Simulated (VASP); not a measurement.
# AlNi3 (R-3m) in VASP: further runs

AlNi3 is run at these levels: PBE; tasks: single point.

All numbers are computed with VASP 6.6.1; they aren't measurements. Logs are shortened: lines on timing, memory, paths and dates and some standing lists are left out, and cuts for length are marked.

### 1 The cell of the first run

The structure is trigonal, space group R-3m (No. 166). Conventional cell: a = 3.980 Å, b = 3.980 Å, c = 9.176 Å, α = 90.00°, β = 90.00°, γ = 120.00°. Within 3.0 Å of Al (site symmetry -3m) lie 14 Ni at 2.29 to 2.76 Å. Ni (site symmetry 3m) has 4 Al at 2.29 to 2.42 Å and 10 Ni at 2.29 to 2.76 Å within 3.0 Å. Within 3.0 Å of Ni (site symmetry -3m) lie 8 Ni at 2.29 to 2.42 Å and 6 Al at 2.76 Å.

### 2 Single point, PBE (10.49 Å³/atom)

Contents of INCAR:

```
SYSTEM = AlNi3
PREC = Accurate
ENCUT = 520
EDIFF = 1E-6
ISMEAR = 0
SIGMA = 0.15
LREAL = .FALSE.
LASPH = .TRUE.
NELM = 60
ALGO = Fast
ISIF = 2
LWAVE = .FALSE.
LCHARG = .TRUE.
GGA = PE
LELF = .TRUE.
LVHAR = .TRUE.
NBANDS = 24
```

Contents of KPOINTS:

```
Automatic mesh
0
G
  14 14 14
  0 0 0
```

Contents of POSCAR:

```
AlNi3
1.0
   -0.1105166568      2.7039992214      2.7039992214
    2.7039992214     -0.1105166568      2.7039992214
    2.7039992214      2.7039992214     -0.1105166568
Al Ni
1 3
Direct
    0.5000000000      0.5000000000      0.5000000000
    0.2500000000      0.2500000000      0.2500000000
    0.0000000000      0.0000000000      0.0000000000
    0.7500000000      0.7500000000      0.7500000000
```

Potentials or basis: VASP PAW PBE potentials, release 64 (Al, Ni).

On the command line:

```sh
$ cat potpaw_PBE.64/Al/POTCAR potpaw_PBE.64/Ni/POTCAR > POTCAR
$ mpirun -np 1 vasp_std > vasp.out
```

OUTCAR:

```text
SYSTEM = AlNi3
   PREC = Accurate
   ENCUT = 520
   EDIFF = 1E-6
   ISMEAR = 0
   LREAL = .FALSE.
   LASPH = .TRUE.
   NELM = 60
   ISIF = 2
   GGA = PE

 ion  position               nearest neighbor table
   1  0.500  0.500  0.500-   2 2.29   4 2.29   2 2.42   2 2.42   2 2.42   4 2.42   4 2.42   4 2.42
                             3 2.76   3 2.76   3 2.76   3 2.76   3 2.76   3 2.76
   2  0.250  0.250  0.250-   1 2.29   3 2.29   3 2.42   3 2.42   3 2.42   1 2.42   1 2.42   1 2.42
                             4 2.76   4 2.76   4 2.76   4 2.76   4 2.76   4 2.76
   3  0.000  0.000  0.000-   2 2.29   4 2.29   4 2.42   4 2.42   4 2.42   2 2.42   2 2.42   2 2.42
                             1 2.76   1 2.76   1 2.76   1 2.76   1 2.76   1 2.76
   4  0.750  0.750  0.750-   1 2.29   3 2.29   1 2.42   1 2.42   1 2.42   3 2.42   3 2.42   3 2.42
                             2 2.76   2 2.76   2 2.76   2 2.76   2 2.76   2 2.76

  LATTYP: Found a trigonal (rhomboedric) cell.
 ALAT       =     3.8256290346
 COS(alpha) =     0.4587452802

  Lattice vectors:

 A1 = (  -0.1105166568,   2.7039992214,   2.7039992214)
 A2 = (   2.7039992214,  -0.1105166568,   2.7039992214)
 A3 = (   2.7039992214,   2.7039992214,  -0.1105166568)

Analysis of symmetry for initial positions (statically):
=====================================================================
 Subroutine PRICEL returns:
 Original cell was already a primitive cell.

 Routine SETGRP: Setting up the symmetry group for a
 trigonal (rhombohedral) supercell.

 Subroutine GETGRP returns: Found 12 space group operations
 (whereof 12 operations were pure point group operations)
 out of a pool of 12 trial point group operations.

The static configuration has the point symmetry D_3d.

Analysis of symmetry for dynamics (positions and initial velocities):
=====================================================================
 Subroutine PRICEL returns:
 Original cell was already a primitive cell.

 Routine SETGRP: Setting up the symmetry group for a
 trigonal (rhombohedral) supercell.

 Subroutine GETGRP returns: Found 12 space group operations
 (whereof 12 operations were pure point group operations)
 out of a pool of 12 trial point group operations.

The dynamic configuration has the point symmetry D_3d.

 Subroutine INISYM returns: Found 12 space group operations
 (whereof 12 operations are pure point group operations),
 and found     1 'primitive' translations

----------------------------------------------------------------------------------------
[... 98 lines left out ...]
   LREAL  =      F    real-space projection
   EDIFFG = 0.1E-04   stopping-criterion for IOM
   NSW    =      0    number of steps for IOM
   IBRION =     -1    ionic relax: 0-MD 1-quasi-New 2-CG
   NFREE  =      0    steps in history (QN), initial steepest desc. (CG)
   ISIF   =      2    stress and relaxation
   ISYM   =      2    0-nonsym 1-usesym 2-fastsym
   POTIM  = 0.5000    time-step for ionic-motion
   TEBEG  =    0.0;   TEEND  =   0.0 temperature during run
   PSTRESS=    0.0 pullay stress
   NELECT =      33.0000    total number of electrons
   NUPDOWN=      -1.0000    fix difference up-down
   EMIN   =  10.00;   EMAX   =-10.00  energy-range for DOS
   EFERMI =   0.00;   METHOD = LEGACY
   ISMEAR =     0;   SIGMA  =   0.15  broadening in eV -4-tet -1-fermi 0-gaus
   EFERMI_NEDOS =   21; number of points for ismear=-14 and -15
   IALGO  =     68    algorithm
   IMIX   =      4    mixing-type and parameters
     AMIX     =   0.40;   BMIX     =  1.00
     AMIX_MAG =   1.60;   BMIX_MAG =  1.00
  volume/ion in A,a.u.               =      10.49        70.80
  Fermi-wavevector in a.u.,A,eV,Ry     =   1.511079  2.855525 31.066997  2.283360
  Thomas-Fermi vector in A             =   2.621184
   LORBIT       =      0    0 simple, 1 ext, 2 COOP (PROOUT), +10 PAW based schemes
   GGA     = PE    functional components
   LHFCALC =     F    Hartree Fock is set to
   AEXX    =    0.0000 exact exchange contribution
   IVDW    =     0    specifies the selected vdW correction
   LEPSILON=     F    determine dielectric tensor
   LRPA    =     F    only Hartree local field effects (RPA)
 non-spin polarized calculation
 RMM-DIIS sequential band-by-band and
 Gauss-broadening in eV      SIGMA  =   0.15
  energy-cutoff  :      520.00
  volume of cell :       41.96
 maximum number of plane-waves:      1152
   NGX = 15   NGY = 15   NGZ = 15

 number of electron      32.9999980 magnetization

 Free energy of the ion-electron system (eV)
  ---------------------------------------------------
  ext. energy  EPLUGINS =         0.00000000
  ---------------------------------------------------
  free energy    TOTEN  =       -21.38962026 eV

  energy without entropy =      -21.36110408  energy(sigma->0) =      -21.37536217

 E-fermi :  10.6478     XC(G=0): -13.0685

 val. band max:       10.6468747605   @ k =  -0.1429  -0.4286   0.0714
 cond. band min:      10.6484749996   @ k =  -0.4286   0.4286   0.0000
 fundamental gap:      0.0016002391
 Fermi energy:        10.6477968180

 k-point     1 :       0.0000    0.0000    0.0000
  band No.  band energies     occupation
      1       0.1069      2.00000
      2       6.7674      2.00000
      3       6.7674      2.00000
      4       6.8874      2.00000
      5       6.8874      2.00000
      6       7.0335      2.00000
[... 637 lines left out ...]
     23      18.7083      0.00000
     24      20.6994      0.00000

 [... further k-points ...]

------------------------ aborting loop because EDIFF is reached ----------------------------------------

  FORCE on cell =-STRESS in cart. coord.  units (eV):
  Direction    XX          YY          ZZ          XY          YZ          ZX
  --------------------------------------------------------------------------------------
  -------------------------------------------------------------------------------------
  Total        5.0013961      5.0013961      5.0013961      2.1209197      2.1209197      2.1209197
  in kB      190.9523287    190.9523287    190.9523287     80.9763009     80.9763009     80.9763009
  external PRESSURE =     190.9523287 kB  Pullay stress =       0.0000000 kB

 VOLUME and BASIS-vectors are now :
 -----------------------------------------------------------------------------
  energy-cutoff  :      520.00
  volume of cell :       41.96
      direct lattice vectors                 reciprocal lattice vectors
    -0.110516657  2.703999221  2.703999221    -0.173944282  0.181356609  0.181356609
     2.703999221 -0.110516657  2.703999221     0.181356609 -0.173944282  0.181356609
     2.703999221  2.703999221 -0.110516657     0.181356609  0.181356609 -0.173944282

 POSITION                                       TOTAL-FORCE (eV/Angst)
 -----------------------------------------------------------------------------------
      2.64874      2.64874      2.64874        -0.000000     -0.000000     -0.000000
      1.32437      1.32437      1.32437         0.072908      0.072908      0.072908
      0.00000      0.00000      0.00000        -0.000000     -0.000000     -0.000000
      3.97311      3.97311      3.97311        -0.072908     -0.072908     -0.072908
 -----------------------------------------------------------------------------------
    total drift:                                0.000000      0.000000      0.000000

  FREE ENERGIE OF THE ION-ELECTRON SYSTEM (eV)
  ---------------------------------------------------
  free  energy   TOTEN  =       -21.3896202616 eV

  energy  without entropy=      -21.3611040834  energy(sigma->0) =      -21.37536217
```

Wall time 11 min (1 thread of Intel Xeon 8259CL, shared host); peak memory 0.35 GiB.

What came out:

* Free energy: -21.3896 eV
* Pressure: 19.1 GPa
* Largest force: 0.126 eV/Å
* Band gap on the k mesh: zero (an odd number of electrons rules out a gap without spin polarisation)

Forces on the atoms (eV/Å):
```
Al   0.000  0.000  0.000
Ni   0.073  0.073  0.073
Ni   0.000  0.000  0.000
Ni  -0.073 -0.073 -0.073
```

Stress tensor (GPa, compression positive):
```
19.10  8.10  8.10
 8.10 19.10  8.10
 8.10  8.10 19.10
```

Levels at points of the mesh, in eV from the Fermi level:
| k point | band 12 | band 13 | band 14 | band 15 | band 16 | band 17 | band 18 | band 19 | band 20 | band 21 |
| --- | --- | --- | --- | --- | --- | --- | --- | --- | --- | --- |
| (0.00, 0.00, 0.00) | -0.91 | -0.61 | -0.61 | -0.54 | -0.54 | 5.33 | 5.33 | 5.93 | 5.99 | 5.99 |
| (0.50, 0.00, 0.00) | -1.80 | -0.74 | -0.59 | -0.57 | -0.48 | -0.16 | 4.51 | 4.59 | 5.05 | 5.13 |
| (0.50, 0.50, 0.00) | -1.14 | -0.96 | -0.80 | -0.64 | -0.45 | -0.40 | -0.30 | -0.03 | 4.30 | 5.20 |
| (0.50, 0.50, 0.50) | -1.88 | -0.80 | -0.80 | -0.47 | -0.47 | -0.14 | 4.10 | 4.10 | 4.69 | 4.69 |

Caveat: the cell stands under pressure. Spin polarisation is off, so any magnetic state and its effect on volume and gap are missing.

### 3 Single point, PBE (10.49 Å³/atom)

Contents of INCAR:

```
SYSTEM = AlNi3
ALGO = Fast ; EDIFF = 1E-6
ENCUT = 520 ; GGA = PE
ISIF = 2 ; ISMEAR = 0
LASPH = .TRUE. ; LCHARG = .FALSE.
LREAL = .FALSE. ; LWAVE = .FALSE.
NBANDS = 24 ; NELM = 100
PREC = Accurate ; SIGMA = 0.15
```

Contents of KPOINTS:

```
k-points
0
G
  14 14 14
  0 0 0
```

Contents of POSCAR:

```
AlNi3
1.0
    0.1126232545      2.8155813615      2.8155813615
    2.8155813615      0.1126232545      2.8155813615
    2.8155813615      2.8155813615      0.1126232545
Al Ni
1 3
Direct
    0.5000000000      0.5000000000      0.5000000000
    0.2500000000      0.2500000000      0.2500000000
    0.0000000000      0.0000000000      0.0000000000
    0.7500000000      0.7500000000      0.7500000000
```

Potentials or basis: VASP PAW PBE potentials, release 64 (Al, Ni).

On the command line:

```sh
$ cat potpaw_PBE.64/Al/POTCAR potpaw_PBE.64/Ni/POTCAR > POTCAR
$ mpirun -np 1 vasp_std > vasp.out
```

Run time: 12 min. Hardware: 1 thread of Intel Xeon 8259CL, shared host; peak memory 0.36 GiB.

Results (log left out):

```yaml
Free_energy: -21.4074 eV
Pressure: 19.0 GPa
Largest_force: 0.097 eV/Å
Band_gap_on_the_k_mesh: zero (an odd number of electrons rules out a gap without spin polarisation)
```

Forces on the atoms (eV/Å):
```
Al   0.000  0.000  0.000
Ni  -0.056 -0.056 -0.056
Ni   0.000  0.000  0.000
Ni   0.056  0.056  0.056
```

Stress tensor (GPa, compression positive):
```
18.97 -6.44 -6.44
-6.44 18.97 -6.44
-6.44 -6.44 18.97
```

Levels at points of the mesh, in eV from the Fermi level:
| k point | band 12 | band 13 | band 14 | band 15 | band 16 | band 17 | band 18 | band 19 | band 20 | band 21 |
| --- | --- | --- | --- | --- | --- | --- | --- | --- | --- | --- |
| (0.00, 0.00, 0.00) | -0.97 | -0.61 | -0.61 | -0.54 | -0.54 | 4.89 | 5.68 | 5.91 | 5.91 | 6.33 |
| (0.50, 0.00, 0.00) | -1.82 | -0.81 | -0.65 | -0.53 | -0.47 | -0.15 | 4.18 | 4.44 | 4.76 | 4.99 |
| (0.50, 0.50, 0.00) | -1.15 | -0.97 | -0.79 | -0.64 | -0.47 | -0.35 | -0.33 | -0.03 | 4.31 | 5.19 |
| (0.50, 0.50, 0.50) | -1.80 | -0.60 | -0.60 | -0.53 | -0.53 | -0.17 | 4.83 | 4.83 | 5.34 | 5.34 |

Caveat: the cell stands under pressure. Spin polarisation is off, so any magnetic state and its effect on volume and gap are missing.

### 4 Single point, PBE (10.49 Å³/atom)

Contents of INCAR:

```
PREC     = Accurate       # precision mode
ENCUT    = 520            # plane-wave cutoff, eV
EDIFF    = 1E-6           # SCF threshold, eV
ISMEAR   = 0              # smearing method
SIGMA    = 0.15           # smearing width, eV
LREAL    = False          # projectors in reciprocal space
LASPH    = True           # aspherical terms in the spheres
NELM     = 100            # most SCF steps
ALGO     = Fast           # electronic algorithm
ISIF     = 2              # what is computed and relaxed
LWAVE    = False          # write WAVECAR
LCHARG   = False          # write CHGCAR
GGA      = PE             # functional
NBANDS   = 24             # bands
```

Contents of KPOINTS:

```
regular mesh
0
Gamma
  14 14 14
```

Contents of POSCAR:

```
AlNi3
1.0
    0.2277977507      2.8766088054      2.8766088054
    2.8766088054      0.2277977507      2.8766088054
    2.8766088054      2.8766088054      0.2277977507
Al Ni
1 3
Direct
    0.5000000000      0.5000000000      0.5000000000
    0.2500000000      0.2500000000      0.2500000000
    0.0000000000      0.0000000000      0.0000000000
    0.7500000000      0.7500000000      0.7500000000
```

On the command line:

```sh
$ cat potpaw_PBE.64/Al/POTCAR potpaw_PBE.64/Ni/POTCAR > POTCAR
$ mpirun -np 1 vasp_std > vasp.out
```

Run time: 7.5 min. Hardware: 1 thread of Intel Xeon 8259CL, shared host; peak memory 0.36 GiB.

Results (log left out):

* Free energy: -21.1210 eV
* Pressure: 21.4 GPa
* Largest force: 0.164 eV/Å
* Band gap on the k mesh: zero (an odd number of electrons rules out a gap without spin polarisation)

Forces in eV/Å, atoms in the order of the input:
```
Al   0.000  0.000  0.000
Ni  -0.095 -0.095 -0.095
Ni   0.000  0.000  0.000
Ni   0.095  0.095  0.095
```

Stress tensor (GPa, compression positive):
```
 21.38 -11.32 -11.32
-11.32  21.38 -11.32
-11.32 -11.32  21.38
```

Levels at points of the mesh, in eV from the Fermi level:
| k point | band 12 | band 13 | band 14 | band 15 | band 16 | band 17 | band 18 | band 19 | band 20 | band 21 |
| --- | --- | --- | --- | --- | --- | --- | --- | --- | --- | --- |
| (0.00, 0.00, 0.00) | -0.98 | -0.64 | -0.64 | -0.46 | -0.46 | 4.08 | 5.02 | 6.24 | 6.24 | 6.53 |
| (0.50, 0.00, 0.00) | -1.76 | -0.92 | -0.58 | -0.54 | -0.46 | -0.14 | 3.83 | 4.42 | 4.45 | 4.99 |
| (0.50, 0.50, 0.00) | -1.18 | -0.78 | -0.66 | -0.62 | -0.54 | -0.31 | -0.28 | -0.03 | 4.02 | 5.55 |
| (0.50, 0.50, 0.50) | -1.79 | -0.58 | -0.58 | -0.46 | -0.46 | -0.17 | 5.22 | 5.22 | 5.71 | 5.71 |

Caveat: the cell stands under pressure. Spin polarisation is off, so any magnetic state and its effect on volume and gap are missing.

### 5 Single point, PBE (10.49 Å³/atom)

Contents of INCAR:

```
SYSTEM = AlNi3
PREC = Accurate
ENCUT = 520
EDIFF = 1E-6
ISMEAR = 0
SIGMA = 0.15
LREAL = .FALSE.
LASPH = .TRUE.
NELM = 60
ALGO = Fast
ISIF = 2
LWAVE = .FALSE.
LCHARG = .TRUE.
GGA = PE
LELF = .TRUE.
LVHAR = .TRUE.
NBANDS = 24
```

Contents of KPOINTS:

```
Automatic mesh
0
G
  14 14 14
  0 0 0
```

Contents of POSCAR:

```
AlNi3
1.0
   -0.2188475643      2.6531677147      2.6531677147
    2.6531677147     -0.2188475643      2.6531677147
    2.6531677147      2.6531677147     -0.2188475643
Al Ni
1 3
Direct
    0.5000000000      0.5000000000      0.5000000000
    0.2500000000      0.2500000000      0.2500000000
    0.0000000000      0.0000000000      0.0000000000
    0.7500000000      0.7500000000      0.7500000000
```

On the command line:

```sh
$ cat potpaw_PBE.64/Al/POTCAR potpaw_PBE.64/Ni/POTCAR > POTCAR
$ mpirun -np 1 vasp_std > vasp.out
```

Wall time 5.7 min (1 thread of Intel Xeon 8259CL, shared host); peak memory 0.35 GiB.

The run converged. Its results:

```yaml
Free_energy: -20.9810 eV
Pressure: 22.4 GPa
Largest_force: 0.281 eV/Å
Band_gap_on_the_k_mesh: zero (an odd number of electrons rules out a gap without spin polarisation)
```

Forces on the atoms (eV/Å):
```
Al   0.000  0.000  0.000
Ni   0.162  0.162  0.162
Ni   0.000  0.000  0.000
Ni  -0.162 -0.162 -0.162
```

Stress tensor (GPa, compression positive):
```
22.41 17.90 17.90
17.90 22.41 17.90
17.90 17.90 22.41
```

Levels at points of the mesh, in eV from the Fermi level:
| k point | band 13 | band 14 | band 15 | band 16 | band 17 | band 18 | band 19 | band 20 |
| --- | --- | --- | --- | --- | --- | --- | --- | --- |
| (0.00, 0.00, 0.00) | -0.65 | -0.65 | -0.48 | -0.48 | 5.08 | 5.08 | 5.82 | 5.85 |
| (0.50, 0.00, 0.00) | -0.78 | -0.64 | -0.50 | -0.45 | -0.15 | 4.58 | 4.61 | 5.10 |
| (0.50, 0.50, 0.00) | -0.82 | -0.65 | -0.57 | -0.51 | -0.42 | -0.22 | -0.04 | 3.95 |
| (0.50, 0.50, 0.50) | -0.91 | -0.91 | -0.42 | -0.42 | -0.13 | 3.76 | 3.76 | 4.39 |

Caveat: the cell stands under pressure. Spin polarisation is off, so any magnetic state and its effect on volume and gap are missing.

### 6 Single point, PBE (10.79 Å³/atom)

This run uses another cell than the first one, of 10.79 Å³/atom.

Contents of INCAR:

```
PREC = Accurate ; ENCUT = 520
EDIFF = 1E-6 ; ISMEAR = 0
SIGMA = 0.15 ; LREAL = F
LASPH = T ; NELM = 60
ALGO = Fast ; ISIF = 2
LWAVE = F ; LCHARG = F
GGA = PE ; NBANDS = 24
```

Contents of KPOINTS:

```
regular mesh
0
Gamma
  14 14 14
```

Contents of POSCAR:

```
AlNi3
1.0
   -0.1115739972      2.7298690544      2.7298690544
    2.7298690544     -0.1115739972      2.7298690544
    2.7298690544      2.7298690544     -0.1115739972
Al Ni
1 3
Direct
    0.5000000000      0.5000000000      0.5000000000
    0.2500000000      0.2500000000      0.2500000000
    0.0000000000      0.0000000000      0.0000000000
    0.7500000000      0.7500000000      0.7500000000
```

Potentials or basis: VASP PAW PBE potentials, release 64 (Al, Ni).

On the command line:

```sh
$ cat potpaw_PBE.64/Al/POTCAR potpaw_PBE.64/Ni/POTCAR > POTCAR
$ mpirun -np 1 vasp_std > vasp.out
```

Run time: 7.3 min. Hardware: 1 thread of Intel Xeon 8259CL, shared host; peak memory 0.37 GiB.

It converged, with:

* Free energy: -21.5073 eV
* Pressure: 12.1 GPa
* Largest force: 0.115 eV/Å
* Band gap on the k mesh: zero (an odd number of electrons rules out a gap without spin polarisation)

Forces in eV/Å, atoms in the order of the input:
```
Al   0.000  0.000  0.000
Ni   0.066  0.066  0.066
Ni   0.000  0.000  0.000
Ni  -0.066 -0.066 -0.066
```

Stress tensor (GPa, compression positive):
```
12.11  7.40  7.40
 7.40 12.11  7.40
 7.40  7.40 12.11
```

Levels at points of the mesh, in eV from the Fermi level:
| k point | band 12 | band 13 | band 14 | band 15 | band 16 | band 17 | band 18 | band 19 | band 20 | band 21 |
| --- | --- | --- | --- | --- | --- | --- | --- | --- | --- | --- |
| (0.00, 0.00, 0.00) | -0.87 | -0.59 | -0.59 | -0.52 | -0.52 | 5.25 | 5.25 | 5.80 | 5.85 | 5.85 |
| (0.50, 0.00, 0.00) | -1.73 | -0.71 | -0.57 | -0.55 | -0.47 | -0.15 | 4.44 | 4.51 | 4.92 | 4.99 |
| (0.50, 0.50, 0.00) | -1.10 | -0.91 | -0.77 | -0.61 | -0.44 | -0.38 | -0.29 | -0.04 | 4.15 | 5.03 |
| (0.50, 0.50, 0.50) | -1.80 | -0.77 | -0.77 | -0.45 | -0.45 | -0.14 | 4.04 | 4.04 | 4.56 | 4.56 |

Caveat: the cell stands under pressure. Spin polarisation is off, so any magnetic state and its effect on volume and gap are missing.

### 7 The runs side by side

| cell | gap on the mesh (eV) | pressure (GPa) | largest force (eV/Å) |
| --- | --- | --- | --- |
| a = 3.826 Å, angles 62.7°, 4 atoms | none | 19.1 | 0.13 |
| a = 3.983 Å, angles 57.3°, 4 atoms | none | 19.0 | 0.10 |
| a = 4.075 Å, angles 54.7°, 4 atoms | none | 21.4 | 0.16 |
| a = 3.759 Å, angles 65.4°, 4 atoms | none | 22.4 | 0.28 |
| a = 3.862 Å, angles 62.7°, 4 atoms | none | 12.1 | 0.11 |

Alike in all rows: task single point; level PBE; potentials or basis VASP PAW PBE potentials, release 64 (Al, Ni); no spin polarisation; k mesh 14 × 14 × 14; cutoff (eV) 520; smearing gaussian 0.15 eV.

Caveats: the cell stands under pressure.

Absolute energies hang on the potentials; compare differences alone.
